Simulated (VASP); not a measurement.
Wanted: the native input for a VASP 6.6.1 run.

* Task: single point
* Functional: r2SCAN
* Potentials or basis: VASP PAW PBE potentials, release 64 (Ti_sv, H)
* Cutoff: 520 eV
* k mesh: 8 × 8 × 5
* Occupations: fermi-dirac, width 0.1 eV
* Spin: no spin polarisation
* Dipole correction: no
* Further INCAR settings: ALGO = Normal; EDIFF = 1e-06; NBANDS = 21

TiH:

```xyz
4
Lattice="3.0053 0.0000 0.0000 0.0000 3.0053 0.0000 0.0000 0.0000 4.6577" Properties=species:S:1:pos:R:3 pbc="T T T"
Ti    1.5027    0.0000    2.3289
Ti    0.0000    1.5027    0.0000
H     0.0000    0.0000    1.1644
H     0.0000    0.0000    3.4933
```

These files were run (other wordings do the same):

POSCAR

```
TiH
1.0
    3.0053015039      0.0000000000      0.0000000000
    0.0000000000      3.0053015039      0.0000000000
    0.0000000000      0.0000000000      4.6577346080
Ti H
2 2
Direct
    0.5000000000      0.0000000000      0.5000000000
    0.0000000000      0.5000000000      0.0000000000
    0.0000000000      0.0000000000      0.2500000000
    0.0000000000      0.0000000000      0.7500000000
```

INCAR.step1

```
SYSTEM = TiH
PREC = Accurate
ENCUT = 520
ISMEAR = -1
SIGMA = 0.1
LREAL = .False.
LASPH = .True.
NELM = 60
NBANDS = 21
GGA = PE
ALGO = Normal
EDIFF = 1E-4
LWAVE = .True.
LCHARG = .False.
```

INCAR.step2

```
SYSTEM = TiH
PREC = Accurate
ENCUT = 520
EDIFF = 1E-6
ISMEAR = -1
SIGMA = 0.1
LREAL = .False.
LASPH = .True.
NELM = 60
ALGO = Normal
ISIF = 2
LWAVE = .False.
LCHARG = .False.
METAGGA = R2SCAN
LMIXTAU = .True.
NBANDS = 21
ISTART = 1
```

KPOINTS

```
regular mesh
0
Gamma
  8 8 5
  0 0 0
```

Potentials or basis: VASP PAW PBE potentials, release 64 (Ti_sv, H).

Command:

```console
$ cat potpaw_PBE.64/Ti_sv/POTCAR potpaw_PBE.64/H/POTCAR > POTCAR
$ cp INCAR.step1 INCAR
$ mpirun -np 1 vasp_std > vasp.out
$ cp INCAR.step2 INCAR
$ mpirun -np 1 vasp_std > vasp.out
```

Results of the run:

- Pressure: -6.9 GPa
- Band gap on the k mesh: zero (bands 13 and 14 overlap by 0.43 eV)

Caveat: the cell stands under tension; the PAW data sets were made with another functional, which shifts forces and pressure a little.

It took 62 s on 1 thread of Intel(R) Xeon(R) 6975P-C (Granite Rapids) (shared host), peak memory 0.18 GiB.
